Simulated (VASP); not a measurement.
Write the native input for VASP 6.6.1 that does the following.

```
Task                   : single point
Functional             : PBEsol
Potentials or basis    : VASP PAW PBE potentials, release 64 (Ni)
Cutoff                 : 520 eV
k mesh                 : 10 × 10 × 15
Occupations            : fermi-dirac, width 0.05 eV
Spin                   : collinear spin, ferromagnetic start
Starting moments       : [0.623, 0.671, 0.671] μB
Dipole correction      : no
Further INCAR settings : ALGO = Normal; EDIFF = 1e-07; NBANDS = 26
```

The structure of Ni lies in POSCAR:

```
Ni
1.0
    4.0789736212      0.0000000000      0.0000000000
   -2.0394868106      3.5324947773      0.0000000000
    0.0000000000      0.0000000000      2.4702109056
Ni
3
Direct
    1.0000000000      1.0000000000      0.0000000000
    0.3333333333      0.6666666667      0.5000000000
    0.6666666667      0.3333333333      0.5000000000
```

This isn't the form of Ni at room conditions, which is fcc.

These files were run (other wordings do the same):

INCAR

```
SYSTEM = Ni
ALGO = Normal
EDIFF = 1E-7
ENCUT = 520
GGA = PS
ISIF = 2
ISMEAR = -1
ISPIN = 2
LASPH = .True.
LCHARG = .False.
LMAXMIX = 4
LORBIT = 11
LREAL = .False.
LWAVE = .False.
MAGMOM = 0.623 0.671 0.671
NBANDS = 26
NELM = 150
PREC = Accurate
SIGMA = 0.05
```

KPOINTS

```
k-points
0
Gamma
  10 10 15
  0 0 0
```

Potentials or basis: VASP PAW PBE potentials, release 64 (Ni).

Launch:

```console
$ cat potpaw_PBE.64/Ni/POTCAR > POTCAR
$ mpirun -np 1 vasp_std > vasp.out
```

Results of the run:

- Pressure: -18.6 GPa
- Net moment: 1.94 μB per cell
- Site moments: Ni +0.64, +0.68 (each value once) μB
- Valence electrons inside the program's atomic spheres: Ni 9.13, 9.22 (each value once)

Caveat: the cell stands under tension; the PAW data sets were made with another functional, which shifts forces and pressure a little.

Run time: 100 s on 1 thread of Intel(R) Xeon(R) 6975P-C (Granite Rapids) (shared host), peak memory 0.25 GiB.
